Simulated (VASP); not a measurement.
A run of VASP 6.6.1 is set up as follows.

File INCAR:

```
SYSTEM = MgS
PREC     = Accurate       ! precision mode
ENCUT    = 600            ! plane-wave cutoff, eV
EDIFF    = 1E-8           ! SCF threshold, eV
ISMEAR   = 0              ! smearing method
SIGMA    = 0.01           ! smearing width, eV
LREAL    = .False.        ! projectors in reciprocal space
LASPH    = .True.         ! aspherical terms in the spheres
NELM     = 100            ! most SCF steps
ALGO     = Normal         ! electronic algorithm
ISIF     = 3              ! what is computed and relaxed
LWAVE    = .False.        ! write WAVECAR
LCHARG   = .True.         ! write CHGCAR
GGA      = PS             ! functional
IBRION   = 6              ! ionic algorithm
NFREE    = 2            
POTIM    = 0.015          ! step
NSW      = 1              ! ionic steps
```

File KPOINTS:

```
Automatic mesh
0
Gamma
  7 7 7
  0 0 0
```

Contents of POSCAR:

```
MgS
1.0
    0.0000000000      2.6016500000      2.6016500000
    2.6016500000      0.0000000000      2.6016500000
    2.6016500000      2.6016500000      0.0000000000
S Mg
1 1
Direct
    0.5000000000      0.5000000000      0.5000000000
    0.0000000000      0.0000000000      0.0000000000
```

Potentials or basis: VASP PAW PBE potentials, release 64 (S, Mg).

Command:

```console
$ cat potpaw_PBE.64/S/POTCAR potpaw_PBE.64/Mg/POTCAR > POTCAR
$ mpirun -np 1 vasp_std > vasp.out
```

(1) What does it give for the elastic constants C11, C12, C44?

(2) What does it give for the Voigt bulk modulus?

(3) What does it give for the highest phonon frequency at Γ, LO-TO splitting left out?

Results:

(1) 145, 41, 54 GPa.

(2) 76 GPa.

(3) 234 cm⁻¹.

Caveat: the cell is under stress, which shifts elastic constants; the PAW data sets were made with another functional, which shifts forces and pressure a little.
